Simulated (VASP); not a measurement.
Set up this calculation in VASP 6.6.1, as the native input.

| Property | Result |
| --- | --- |
| Task | relaxation of cell and atoms |
| Functional | LDA |
| Potentials or basis | VASP PAW LDA potentials, release 64 (Cu) |
| Cutoff | 600 eV |
| k mesh | 20 × 20 × 20 |
| Occupations | gaussian, width 0.1 eV |
| Spin | no spin polarisation |
| Dipole correction | no |
| Further INCAR settings | ALGO = Normal; EDIFF = 1e-06; IBRION = 2; EDIFFG = -0.005; NSW = 100; ISIF = 3 |

The structure of Cu lies in POSCAR:

```
Cu
1.0
   -1.4427933200      1.4427933200      1.3760814500
    1.4427933200     -1.4427933200      1.3760814500
    1.4427933200      1.4427933200     -1.3760814500
Cu
1
Direct
    0.0000000000      0.0000000000      0.0000000000
```

These files were run (other wordings do the same):

INCAR

```
SYSTEM = Cu
ALGO = Normal
EDIFF = 1E-6
EDIFFG = -0.005
ENCUT = 600
IBRION = 2
ISIF = 3
ISMEAR = 0
LASPH = .TRUE.
LCHARG = .FALSE.
LREAL = .FALSE.
LWAVE = .FALSE.
NELM = 100
NSW = 100
PREC = Accurate
SIGMA = 0.1
```

KPOINTS

```
k-points
0
G
  20 20 20
  0 0 0
```

Potentials or basis: VASP PAW LDA potentials, release 64 (Cu).

Command:

```sh
$ cat potpaw_LDA.64/Cu/POTCAR > POTCAR
$ mpirun -np 1 vasp_std > vasp.out
```

It gave:

```yaml
Relaxed_volume: 10.99 Å³/atom
Relaxed_cell: a = 2.428 Å, b = 2.428 Å, c = 2.428 Å, α = 107.69°, β = 107.69°, γ = 113.10°
Space_group_after_relaxing_to_0.05_Å: I4/mmm (No. 139)
Energy_gained_by_relaxing: 11.0 meV/atom
Ionic_steps: 11
Pressure_after_relaxing: 0.0 GPa
```

Wall time 7.1 min on 1 thread of AMD EPYC 7R13 (shared host), peak memory 0.18 GiB.
